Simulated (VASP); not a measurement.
A run of VASP 6.6.1:

File INCAR:

```
ALGO = Fast
EDIFF = 1E-7
EDIFFG = -0.04
ENCUT = 600
GGA = PE
IBRION = 2
ISIF = 3
ISMEAR = 0
LASPH = True
LCHARG = False
LREAL = False
LWAVE = False
NELM = 100
NSW = 90
PREC = Accurate
SIGMA = 0.1
```

File KPOINTS:

```
k-points
0
Gamma
  6 6 4
```

POSCAR

```
Ba
1.0
    4.3964403447      0.0000000000      0.0000000000
   -2.1982201724      3.8074290247      0.0000000000
    0.0000000000      0.0000000000      7.1729170799
Ba
2
Direct
    0.3333333333      0.6666666667      0.7500000000
    0.6666666667      0.3333333333      0.2500000000
```

Potentials or basis: VASP PAW PBE potentials, release 64 (Ba_sv).

Command:

```bash
$ cat potpaw_PBE.64/Ba_sv/POTCAR > POTCAR
$ mpirun -np 1 vasp_std > vasp.out
```

Hardware: 1 thread of Intel(R) Xeon(R) 6975P-C (Granite Rapids) (shared host).

Q: Estimate the wall time of this run.

A: It took 69 s on 1 thread of Intel(R) Xeon(R) 6975P-C (Granite Rapids) (shared host), peak memory 0.28 GiB. Counts: scf iterations 44, k points 21, ion steps 3.
